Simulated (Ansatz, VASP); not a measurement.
**BaTa3O2: VASP beside Ansatz**

```
Ba Ta O
1.0
     2.91820   -6.52841    0.00000
     2.91820    6.52841    0.00000
     0.00000    0.00000    2.88678
Ba Ta O
1 3 2
Direct
  0.50000 0.50000 0.00000
  0.19252 0.80748 0.00000
  0.80748 0.19252 0.00000
  0.00000 0.00000 0.50000
  0.00000 0.50000 0.50000
  0.50000 0.00000 0.50000
```

Change from the starting cell: species swapped into the CeGa2Cu3 type (Cmmm, No. 65).

Alike in both runs: functional PBE; k mesh 8 × 8 × 14; occupations gaussian, width 0.1 eV; no spin polarisation.

Ansatz relaxed the structure, and its values are those at the end. VASP's run is a single point on that final structure, the one shown.

|  | VASP | Ansatz |
| --- | --- | --- |
| version | VASP 6.6.1 | Ansatz 0.2.0 |
| potentials or method | VASP PAW PBE potentials, release 64 (Ba_sv, Ta_sv_GW, O), cutoff 700 eV | scalar-relativistic, plane waves, PAW |
| valence electrons in the cell | 61 | 61 |

```tsv
	VASP	Ansatz	Ansatz less VASP
gap on the k mesh at the Fermi level (eV)	none	none	-
pressure (GPa)	0.7	0.0	-0.70
```

A gap of «none» marks a metal or a gap that the smearing closes. The functional is the same, so the differences come from potentials, cutoffs and numerics.

Spin-orbit coupling is off throughout.
